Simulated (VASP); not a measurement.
# SiC (Pmc2_1) in VASP: a series of runs

SiC is run at these levels: r2SCAN; tasks: single point.

Program: VASP 6.6.1. These are calculated values, not measurements. Logs are shortened: lines on timing, memory, paths and dates and some standing lists are left out, and cuts for length are marked.

### Step 1. The cell of the first run

The structure is orthorhombic, space group Pmc2_1 (No. 26). Conventional cell: a = 3.075 Å, b = 13.653 Å, c = 5.048 Å, α = 90.00°, β = 90.00°, γ = 90.00°. Si (site symmetry m) has 4 C at 1.88 to 1.90 Å within 2.5 Å. Si (site symmetry m) has 3 C at 1.88 to 1.90 Å within 2.5 Å. Si (site symmetry m) has 4 C at 1.88 to 1.90 Å within 2.5 Å. Si (site symmetry m) has 4 C at 1.88 to 1.90 Å within 2.5 Å. Within 2.5 Å of C (site symmetry m) lie 4 Si at 1.88 to 1.90 Å. C (site symmetry m) has 3 Si at 1.88 to 1.90 Å within 2.5 Å. C (site symmetry m) has 4 Si at 1.88 to 1.90 Å within 2.5 Å. C (site symmetry m) has 4 Si at 1.88 to 1.90 Å within 2.5 Å.

### Step 2. Single point, r2SCAN

POSCAR

```
SiC
1.0
    1.5375975033     -2.6631969973      0.0000000000
    0.0000000000      0.0000000000     -5.0481668562
   11.8236612312      6.8263939947      0.0000000000
Si C
8 8
Direct
    0.5000000000      0.9953971175      0.6502205506
    0.0000000000      0.9953971175      0.0650220550
    0.5000000000      0.9953971175      0.2600882202
    0.0000000000      0.9953971175      0.4551543854
    1.0000000000      0.4953971175      0.7152426057
    0.5000000000      0.4953971175      0.1300441102
    1.0000000000      0.4953971175      0.3251102754
    0.5000000000      0.4953971175      0.5201764406
    0.5000000000      0.6196028825      0.6502205506
    0.0000000000      0.6196028825      0.0650220550
    0.5000000000      0.6196028825      0.2600882202
    0.0000000000      0.6196028825      0.4551543854
    1.0000000000      0.1196028825      0.7152426057
    0.5000000000      0.1196028825      0.1300441102
    1.0000000000      0.1196028825      0.3251102754
    0.5000000000      0.1196028825      0.5201764406
```

INCAR.step1

```
SYSTEM = SiC
ALGO     = Normal         ! electronic algorithm
EDIFF    = 1E-4           ! SCF threshold, eV
ENCUT    = 520            ! plane-wave cutoff, eV
GGA      = PE             ! functional
ISMEAR   = 0              ! smearing method
LASPH    = .TRUE.         ! aspherical terms in the spheres
LCHARG   = .FALSE.        ! write CHGCAR
LREAL    = Auto         
LWAVE    = .TRUE.         ! write WAVECAR
NBANDS   = 46             ! bands
NELM     = 60             ! most SCF steps
PREC     = Accurate       ! precision mode
SIGMA    = 0.05           ! smearing width, eV
```

INCAR.step2

```
SYSTEM = SiC
ALGO     = Normal         ! electronic algorithm
EDIFF    = 1E-6           ! SCF threshold, eV
ENCUT    = 520            ! plane-wave cutoff, eV
ISIF     = 2              ! what is computed and relaxed
ISMEAR   = 0              ! smearing method
ISTART   = 1            
LASPH    = .TRUE.         ! aspherical terms in the spheres
LCHARG   = .TRUE.         ! write CHGCAR
LELF     = .TRUE.         ! ELF
LMIXTAU  = .TRUE.       
LREAL    = Auto         
LVHAR    = .TRUE.       
LWAVE    = .FALSE.        ! write WAVECAR
METAGGA  = R2SCAN         ! meta-GGA
NBANDS   = 46             ! bands
NELM     = 60             ! most SCF steps
PREC     = Accurate       ! precision mode
SIGMA    = 0.05           ! smearing width, eV
```

KPOINTS

```
k-points
0
G
  7 5 2
  0 0 0
```

Potentials or basis: VASP PAW PBE potentials, release 64 (Si, C).

Started as:

```console
$ cat potpaw_PBE.64/Si/POTCAR potpaw_PBE.64/C/POTCAR > POTCAR
$ cp INCAR.step1 INCAR
$ mpirun -np 1 vasp_std > vasp.out
$ cp INCAR.step2 INCAR
$ mpirun -np 1 vasp_std > vasp.out
```

OUTCAR:

```text
SYSTEM = SiC
   EDIFF = 1E-6
   ENCUT = 520
   ISIF = 2
   ISMEAR = 0
   ISTART = 1
   LASPH = .TRUE.
   LREAL = Auto
   METAGGA = R2SCAN
   NELM = 60
   PREC = Accurate

 ion  position               nearest neighbor table
   1  0.500  0.995  0.650-  16 1.88  13 1.88  13 1.88   9 1.90   4 3.08   4 3.08   8 3.09   8 3.09
                             5 3.09   5 3.09   5 3.09   5 3.09
   2  0.000  0.995  0.065-  14 1.88  14 1.88  10 1.90   3 3.08   3 3.08   6 3.09   6 3.09   6 3.09
                             6 3.09
   3  0.500  0.995  0.260-  14 1.88  15 1.88  15 1.88  11 1.90   2 3.08   4 3.08   2 3.08   4 3.08
                             6 3.09   6 3.09   7 3.09   7 3.09   7 3.09   7 3.09
   4  0.000  0.995  0.455-  15 1.88  16 1.88  16 1.88  12 1.90   1 3.08   3 3.08   1 3.08   3 3.08
                             7 3.09   7 3.09   8 3.09   8 3.09   8 3.09   8 3.09
   5  0.000  0.495  0.715-   9 1.88   9 1.88  13 1.90   8 3.08   8 3.08   1 3.09   1 3.09   1 3.09
                             1 3.09
   6  0.500  0.495  0.130-  11 1.88  10 1.88  10 1.88  14 1.90   7 3.08   7 3.08   3 3.09   3 3.09
                             2 3.09   2 3.09   2 3.09   2 3.09
   7  0.000  0.495  0.325-  12 1.88  11 1.88  11 1.88  15 1.90   8 3.08   6 3.08   8 3.08   6 3.08
                             4 3.09   4 3.09   3 3.09   3 3.09   3 3.09   3 3.09
   8  0.500  0.495  0.520-   9 1.88  12 1.88  12 1.88  16 1.90   5 3.08   5 3.08   7 3.08   7 3.08
                             1 3.09   1 3.09   4 3.09   4 3.09   4 3.09   4 3.09
   9  0.500  0.620  0.650-   8 1.88   5 1.88   5 1.88   1 1.90
  10  0.000  0.620  0.065-   6 1.88   6 1.88   2 1.90
  11  0.500  0.620  0.260-   6 1.88   7 1.88   7 1.88   3 1.90
  12  0.000  0.620  0.455-   7 1.88   8 1.88   8 1.88   4 1.90
  13  0.000  0.120  0.715-   1 1.88   1 1.88   5 1.90
  14  0.500  0.120  0.130-   3 1.88   2 1.88   2 1.88   6 1.90
  15  0.000  0.120  0.325-   4 1.88   3 1.88   3 1.88   7 1.90
  16  0.500  0.120  0.520-   1 1.88   4 1.88   4 1.88   8 1.90

  LATTYP: Found a simple orthorhombic cell.
 ALAT       =     3.0751950066
 B/A-ratio  =     1.6415761750
 C/A-ratio  =     4.4396495052

  Lattice vectors:

 A1 = (   1.5375975033,  -2.6631969973,   0.0000000000)
 A2 = (   0.0000000000,   0.0000000000,  -5.0481668562)
 A3 = (  11.8236612312,   6.8263939947,   0.0000000000)

Analysis of symmetry for initial positions (statically):
=====================================================================
 Subroutine PRICEL returns:
 Original cell was already a primitive cell.

 Routine SETGRP: Setting up the symmetry group for a
 simple orthorhombic supercell.

 Subroutine GETGRP returns: Found  4 space group operations
 (whereof  2 operations were pure point group operations)
 out of a pool of  8 trial point group operations.

The static configuration has the point symmetry C_1h.
 The point group associated with its full space group is C_2v.

Analysis of symmetry for dynamics (positions and initial velocities):
=====================================================================
 Subroutine PRICEL returns:
 Original cell was already a primitive cell.

 Routine SETGRP: Setting up the symmetry group for a
 simple orthorhombic supercell.

 Subroutine GETGRP returns: Found  4 space group operations
 (whereof  2 operations were pure point group operations)
 out of a pool of  8 trial point group operations.

The dynamic configuration has the point symmetry C_1h.
 The point group associated with its full space group is C_2v.

 Subroutine INISYM returns: Found  4 space group operations
 (whereof  2 operations are pure point group operations),
 and found     1 'primitive' translations

----------------------------------------------------------------------------------------

                                     Primitive cell

  volume of cell :     211.9472

  direct lattice vectors                    reciprocal lattice vectors
     1.537597503 -2.663196997  0.000000000     0.162591315 -0.281616418  0.000000000
     0.000000000  0.000000000 -5.048166856     0.000000000  0.000000000 -0.198091709
    11.823661231  6.826393995  0.000000000     0.063432129  0.036622557  0.000000000

  length of vectors
     3.075195007  5.048166856 13.652787989     0.325182630  0.198091709  0.073245113

  position of ions in fractional coordinates (direct lattice)
     0.500000000  0.995397117  0.650220551
     0.000000000  0.995397117  0.065022055
     0.500000000  0.995397117  0.260088220
     0.000000000  0.995397117  0.455154385
     0.000000000  0.495397117  0.715242606
     0.500000000  0.495397117  0.130044110
[... 8 lines left out ...]
     0.000000000  0.119602882  0.325110275
     0.500000000  0.119602882  0.520176441

  ion indices of the primitive-cell ions
   primitive index   ion index
                 1           1
                 2           2
                 3           3
                 4           4
                 5           5
                 6           6
[... 8 lines left out ...]
                15          15
                16          16

----------------------------------------------------------------------------------------

 KPOINTS: k-points

Automatic generation of k-mesh.
 Grid dimensions read from file:
 generate k-points for:    7    5    2

 Generating k-lattice:

  Cartesian coordinates                     Fractional coordinates (reciprocal lattice)
     0.023227331 -0.040230917  0.000000000     0.142857143  0.000000000  0.000000000
     0.000000000  0.000000000 -0.039618342     0.000000000  0.200000000  0.000000000
     0.031716064  0.018311278  0.000000000     0.000000000  0.000000000  0.500000000

  Length of vectors
     0.046454661  0.039618342  0.036622557

  Shift w.r.t. Gamma in fractional coordinates (k-lattice)
     0.000000000  0.000000000  0.000000000

 Subroutine IBZKPT returns following result:
 ===========================================

 Found     24 irreducible k-points:

 Following reciprocal coordinates:
            Coordinates               Weight
  0.000000  0.000000  0.000000      1.000000
  0.142857  0.000000 -0.000000      2.000000
  0.285714  0.000000 -0.000000      2.000000
  0.428571  0.000000 -0.000000      2.000000
  0.000000  0.200000  0.000000      2.000000
  0.142857  0.200000 -0.000000      4.000000
[... 16 lines left out ...]
  0.285714  0.400000  0.500000      4.000000
  0.428571  0.400000  0.500000      4.000000
   k-points           NKPTS =     24   k-points in BZ     NKDIM =     24   number of bands    NBANDS=     46
   number of dos      NEDOS =    301   number of ions     NIONS =     16
   total plane-waves  NPLWV = 103680
   dimension x,y,z NGX =    24 NGY =   40 NGZ =  108
   dimension x,y,z NGXF=    48 NGYF=   80 NGZF=  216
   ions per type =               8   8
   NGX,Y,Z   is equivalent  to a cutoff of  12.97, 13.17, 13.15 a.u.
   NGXF,Y,Z  is equivalent  to a cutoff of  25.95, 26.35, 26.30 a.u.
 SYSTEM =  SiC
   PREC   = accura    normal or accurate (medium, high low for compatibility)
   ISTART =      1    job   : 0-new  1-cont  2-samecut
   ICHARG =      0    charge: 1-file 2-atom 10-const
   ISPIN  =      1    spin polarized calculation?
   LNONCOLLINEAR =      F non collinear calculations
   LSORBIT =      F    spin-orbit coupling
   LASPH  =      T    aspherical Exc in radial PAW
   ENCUT  =  520.0 eV  38.22 Ry    6.18 a.u.   5.72  9.39 25.39*2*pi/ulx,y,z
   NELM   =     60;   NELMIN=  2; NELMDL=  0     # of ELM steps
   EDIFF  = 0.1E-05   stopping-criterion for ELM
   LREAL  =      T    real-space projection
   EDIFFG = 0.1E-04   stopping-criterion for IOM
   NSW    =      0    number of steps for IOM
   IBRION =     -1    ionic relax: 0-MD 1-quasi-New 2-CG
   NFREE  =      0    steps in history (QN), initial steepest desc. (CG)
   ISIF   =      2    stress and relaxation
   ISYM   =      2    0-nonsym 1-usesym 2-fastsym
   POTIM  = 0.5000    time-step for ionic-motion
   TEBEG  =    0.0;   TEEND  =   0.0 temperature during run
   PSTRESS=    0.0 pullay stress
   NELECT =      64.0000    total number of electrons
   NUPDOWN=      -1.0000    fix difference up-down
   EMIN   =  10.00;   EMAX   =-10.00  energy-range for DOS
   EFERMI =   0.00;   METHOD = LEGACY
   ISMEAR =     0;   SIGMA  =   0.05  broadening in eV -4-tet -1-fermi 0-gaus
   EFERMI_NEDOS =   21; number of points for ismear=-14 and -15
   IALGO  =     38    algorithm
   IMIX   =      4    mixing-type and parameters
     AMIX     =   0.40;   BMIX     =  1.00
     AMIX_MAG =   1.60;   BMIX_MAG =  1.00
  volume/ion in A,a.u.               =      13.25        89.39
  Fermi-wavevector in a.u.,A,eV,Ry     =   1.098312  2.075508 16.412551  1.206288
  Thomas-Fermi vector in A             =   2.234687
   LORBIT       =      0    0 simple, 1 ext, 2 COOP (PROOUT), +10 PAW based schemes
   METAGGA = R2SCAN    functional components
   LHFCALC =     F    Hartree Fock is set to
   AEXX    =    0.0000 exact exchange contribution
   IVDW    =     0    specifies the selected vdW correction
   LEPSILON=     F    determine dielectric tensor
   LRPA    =     F    only Hartree local field effects (RPA)
 non-spin polarized calculation
 Gauss-broadening in eV      SIGMA  =   0.05
  energy-cutoff  :      520.00
  volume of cell :      211.95
 maximum number of plane-waves:      5732
 NGX is ok and might be reduce to    24
   NGX = 11   NGY = 19   NGZ = 51

 number of electron      63.9999995 magnetization

 Free energy of the ion-electron system (eV)
  ---------------------------------------------------
  ext. energy  EPLUGINS =         0.00000000
  ---------------------------------------------------
  free energy    TOTEN  =      -148.10787654 eV

  energy without entropy =     -148.10787654  energy(sigma->0) =     -148.10787654

 E-fermi :   5.6767     XC(G=0): -10.2694

 val. band max:        5.4286380656   @ k =   0.0000   0.0000   0.5000
 cond. band min:       6.0759184259   @ k =   0.4286   0.4000   0.5000
 fundamental gap:      0.6472803602
 Fermi energy:         5.6766847595

 k-point     1 :       0.0000    0.0000    0.0000
  band No.  band energies     occupation
      1     -11.1271      2.00000
      2     -10.3443      2.00000
      3      -9.2519      2.00000
      4      -8.2289      2.00000
      5      -7.5256      2.00000
      6      -6.8653      2.00000
[... 1117 lines left out ...]
     43      11.3657      0.00000
     44      11.4957      0.00000
 [bands above 44 left out]

------------------------ aborting loop because EDIFF is reached ----------------------------------------

  FORCE on cell =-STRESS in cart. coord.  units (eV):
  Direction    XX          YY          ZZ          XY          YZ          ZX
  --------------------------------------------------------------------------------------
  -------------------------------------------------------------------------------------
  Total       -3.6378685     -0.7333737     -9.7095009     -2.5153662      0.0000000      0.0000000
  in kB      -27.4998209     -5.5438083    -73.3972485    -19.0144647      0.0000000      0.0000000
  external PRESSURE =     -35.4802926 kB  Pullay stress =       0.0000000 kB

 VOLUME and BASIS-vectors are now :
 -----------------------------------------------------------------------------
  energy-cutoff  :      520.00
  volume of cell :      211.95
      direct lattice vectors                 reciprocal lattice vectors
     1.537597503 -2.663196997  0.000000000     0.162591315 -0.281616418  0.000000000
     0.000000000  0.000000000 -5.048166856     0.000000000  0.000000000 -0.198091709
    11.823661231  6.826393995  0.000000000     0.063432129  0.036622557  0.000000000

 POSITION                                       TOTAL-FORCE (eV/Angst)
 -----------------------------------------------------------------------------------
      8.45679      3.10706     -5.02493         2.210090      1.275996     -0.983672
      0.76880      0.44387     -5.02493         1.582521      0.913669      2.654520
      3.84399      0.44387     -5.02493         0.074879      0.043232      0.662520
      5.38159      3.10706     -5.02493         0.139893      0.080767     -0.042694
      8.45679      4.88253     -2.50085        -1.582521     -0.913669      2.654520
      2.30640     -0.44387     -2.50085        -2.210090     -1.275996     -0.983672
[... 8 lines left out ...]
      3.84399      2.21933     -0.60378        -0.241414     -0.139381     -0.107461
      6.91919      2.21933     -0.60378        -0.485033     -0.280034      0.002790
 -----------------------------------------------------------------------------------
    total drift:                                0.000271      0.000156     -0.053682

  FREE ENERGIE OF THE ION-ELECTRON SYSTEM (eV)
  ---------------------------------------------------
  free  energy   TOTEN  =      -148.1078765404 eV

  energy  without entropy=     -148.1078765404  energy(sigma->0) =     -148.10787654
```

Wall time 12 min (1 thread of Intel Xeon Platinum 8375C at 2.90GHz (Ice Lake), shared host); peak memory 0.4 GiB.

What came out:

```yaml
Free_energy: -148.1079 eV
Pressure: -3.5 GPa
Largest_force: 3.223 eV/Å
Band_gap_on_the_k_mesh: 0.65 eV, indirect (least direct gap 0.70 eV)
```

Forces on the atoms (eV/Å):
```
Si   2.210  1.276 -0.984
Si   1.583  0.914  2.655
Si   0.075  0.043  0.663
Si   0.140  0.081 -0.043
Si  -1.583 -0.914  2.655
Si  -2.210 -1.276 -0.984
Si  -0.140 -0.081 -0.043
Si  -0.075 -0.043  0.663
C    0.934  0.539 -0.653
C    1.137  0.656 -1.533
C    0.485  0.280  0.003
C    0.241  0.139 -0.107
C   -1.137 -0.656 -1.533
C   -0.934 -0.539 -0.653
C   -0.241 -0.139 -0.107
C   -0.485 -0.280  0.003
```

Stress tensor (GPa, compression positive):
```
-2.75 -1.90  0.00
-1.90 -0.55  0.00
 0.00  0.00 -7.34
```

Caveat: the PAW data sets were made with another functional, which shifts forces and pressure a little. A k mesh can miss the band edges.

### Step 3. Single point, r2SCAN

This run uses another cell than the first one, of 14.70 Å³/atom, 1.110 times its volume.

POSCAR

```
SiC
1.0
    1.5375975033     -2.6631969973      0.0000000000
    0.0000000000      0.0000000000     -5.0481668562
   13.1226993368      7.5763939947      0.0000000000
Si C
8 8
Direct
    0.5000000000      0.9953971175      0.5858541234
    0.0000000000      0.9953971175      0.0585854123
    0.5000000000      0.9953971175      0.2343416493
    0.0000000000      0.9953971175      0.4100978864
    1.0000000000      0.4953971175      0.6444395358
    0.5000000000      0.4953971175      0.1171708247
    1.0000000000      0.4953971175      0.2929270617
    0.5000000000      0.4953971175      0.4686832987
    0.5000000000      0.6196028825      0.5858541234
    0.0000000000      0.6196028825      0.0585854123
    0.5000000000      0.6196028825      0.2343416493
    0.0000000000      0.6196028825      0.4100978864
    1.0000000000      0.1196028825      0.6444395358
    0.5000000000      0.1196028825      0.1171708247
    1.0000000000      0.1196028825      0.2929270617
    0.5000000000      0.1196028825      0.4686832987
```

INCAR.step1

```
PREC = Accurate
ENCUT = 520
ISMEAR = 0
SIGMA = 0.05
LREAL = Auto
LASPH = T
NELM = 100
NBANDS = 46
GGA = PE
ALGO = Normal
EDIFF = 1E-4
LWAVE = T
LCHARG = F
```

INCAR.step2

```
PREC = Accurate
ENCUT = 520
EDIFF = 1E-6
ISMEAR = 0
SIGMA = 0.05
LREAL = Auto
LASPH = T
NELM = 100
ALGO = Normal
ISIF = 2
LWAVE = F
LCHARG = F
METAGGA = R2SCAN
LMIXTAU = T
NBANDS = 46
ISTART = 1
```

KPOINTS

```
regular mesh
0
Gamma
  7 5 2
```

Potentials or basis: VASP PAW PBE potentials, release 64 (Si, C).

Started as:

```console
$ cat potpaw_PBE.64/Si/POTCAR potpaw_PBE.64/C/POTCAR > POTCAR
$ cp INCAR.step1 INCAR
$ mpirun -np 1 vasp_std > vasp.out
$ cp INCAR.step2 INCAR
$ mpirun -np 1 vasp_std > vasp.out
```

Run time: 15 min. Hardware: 1 thread of Intel Xeon Platinum 8375C at 2.90GHz (Ice Lake), shared host; peak memory 0.43 GiB.

The run converged. Its results:

```
Free energy            : -148.0448 eV
Pressure               : -3.1 GPa
Largest force          : 3.243 eV/Å
Band gap on the k mesh : 0.73 eV, indirect (least direct gap 0.74 eV)
```

Forces on the atoms (eV/Å):
```
Si   2.222  1.283 -0.976
Si   1.612  0.930  2.656
Si   0.068  0.039  0.658
Si   0.138  0.080 -0.038
Si  -1.612 -0.930  2.656
Si  -2.222 -1.283 -0.976
Si  -0.138 -0.080 -0.038
Si  -0.068 -0.039  0.658
C    0.904  0.522 -0.644
C    1.173  0.677 -1.552
C    0.478  0.276  0.000
C    0.235  0.136 -0.104
C   -1.173 -0.677 -1.552
C   -0.904 -0.522 -0.644
C   -0.235 -0.136 -0.104
C   -0.478 -0.276  0.000
```

Stress tensor (GPa, compression positive):
```
-2.24 -1.62  0.00
-1.62 -0.37  0.00
 0.00  0.00 -6.68
```

Levels at points of the mesh, in eV from the valence-band top:
| k point | band 28 | band 29 | band 30 | band 31 | band 32 | band 33 | band 34 | band 35 | band 36 | band 37 |
| --- | --- | --- | --- | --- | --- | --- | --- | --- | --- | --- |
| (0.00, 0.00, 0.00) | -0.87 | -0.25 | -0.14 | -0.06 | 0.00 | 1.56 | 1.87 | 3.22 | 4.18 | 4.58 |
| (0.00, 0.00, 0.50) | -0.85 | -0.28 | -0.14 | -0.01 | 0.00 | 1.61 | 1.83 | 3.22 | 4.18 | 4.58 |

Caveat: the PAW data sets were made with another functional, which shifts forces and pressure a little.

[end of part 1 of 2]
